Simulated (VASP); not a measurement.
Here is a VASP 6.6.1 calculation.

File INCAR:

```
ALGO = Normal ; EDIFF = 1E-7
ENCUT = 520 ; GGA = PE
ISIF = 2 ; ISMEAR = 0
LASPH = T ; LCHARG = F
LREAL = Auto ; LWAVE = F
NBANDS = 153 ; NELM = 100
PREC = Accurate ; SIGMA = 0.01
```

Contents of KPOINTS:

```
k-points
0
Gamma
  2 2 2
```

Contents of POSCAR:

```
Zn7S8
1.0
    5.7693065645     -3.3309106981      0.0000000000
    1.9231021882     -1.1103035660     -9.4492875731
    7.6924087527      6.6618213961      0.0000000000
S Zn
16 14
Direct
    1.1021423624     -0.0245918840      0.9357411900
    0.0880817312      0.7344261466      1.0035628898
    0.4763298321      0.7522079782      0.2031760173
    0.8771644800      0.7536902640      0.4043521623
    0.2816357149      0.7527530326      0.6010252259
    0.6847295465      0.7492291870      0.8031622395
    0.5249303499      0.4134859286      1.0065495674
    0.9169099259      0.4180930309      0.2056066794
    0.3177977615      0.4203242923      0.4064079301
    0.7215297661      0.4184971640      0.6039985648
    0.1245316979      0.4160067713      0.8028421964
    0.3239019317      0.0883948482      0.9977536028
    0.6922472210      0.0853845951      0.2058020592
    0.0927341908      0.0862935079      0.3994276890
    0.5036313025      0.0852091379      0.6047097512
    0.9137517613      0.0899437913      0.7854060975
    0.3977548562      0.0024739752      0.2109273737
    0.7855271219      0.0052125194      0.3984515133
    0.2083499231      0.0019779175      0.5890947100
    0.6079068923     -0.0029351729      0.7982254216
    0.2104658631      0.3422544364      1.0062337464
    0.6127614325      0.3258999620      0.2106804508
    0.0175303168      0.3344206443      0.4034971743
    0.4189115991      0.3332054965      0.6021872111
    0.8143601878      0.3400683804      0.8045607223
    0.4512678988      0.6614419287      1.0030796474
    0.8326992936      0.6686853406      0.2088230291
    0.2376545048      0.6684688725      0.4030649034
    0.6414013546      0.6682222556      0.6024494138
    0.0475560013      0.6643427999      0.7981004992
```

Potentials or basis: VASP PAW PBE potentials, release 64 (S, Zn).

Run with:

```console
$ cat potpaw_PBE.64/S/POTCAR potpaw_PBE.64/Zn/POTCAR > POTCAR
$ mpirun -np 1 vasp_std > vasp.out
```

Predict the largest force.

0.040 eV/Å.

What does it give for the band gap on the k mesh?

1.51 eV.

Predict the pressure.

1.1 GPa.

Stress tensor (GPa, compression positive):
```
 0.60  0.01  0.10
 0.01  1.87 -0.30
 0.10 -0.30  0.93
```

Caveat: the k points lie up to 0.51 Å⁻¹ apart.
